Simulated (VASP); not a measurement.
**Pt: elastic constants with LDA**

Pt:

```xyz
1
Lattice="0.0000 1.9716 1.9716 1.9716 0.0000 1.9716 1.9716 1.9716 0.0000" Properties=species:S:1:pos:R:3 pbc="T T T"
Pt    0.0000    0.0000    0.0000
```

* Program: VASP 6.6.1
* Task: elastic constants
* Functional: LDA
* Potentials or basis: VASP PAW LDA potentials, release 64 (Pt)
* Cutoff: 600 eV
* k mesh: 18 × 18 × 18
* Occupations: fermi-dirac, width 0.15 eV
* Spin: no spin polarisation
* Dipole correction: no
* Ions in elastic constants: relaxed
* Further INCAR settings: ALGO = Normal; EDIFF = 1e-08; NBANDS = 11; IBRION = 6; POTIM = 0.015; NSW = 1; ISIF = 3

```yaml
Elastic_constants_C11_C12_C44: 330, 228, 81 GPa
Voigt_bulk_modulus: 262 GPa
```

Elastic tensor in Voigt notation (GPa, in the Cartesian axes of the cell as first typed):
```
330 228 228   0   0   0
228 330 228   0   0   0
228 228 330   0   0   0
  0   0   0  81   0   0
  0   0   0   0  81   0
  0   0   0   0   0  81
```

Clamped-ion elastic tensor (GPa):
```
330 228 228   0   0   0
228 330 228   0   0   0
228 228 330   0   0   0
  0   0   0  81   0   0
  0   0   0   0  81   0
  0   0   0   0   0  81
```

Wall time 13 min on 1 thread of AMD EPYC 9R45 96-Core Processor (Zen 5), with other jobs on the host, peak memory 0.6 GiB.

Caveat: the cell is under stress, which shifts elastic constants.
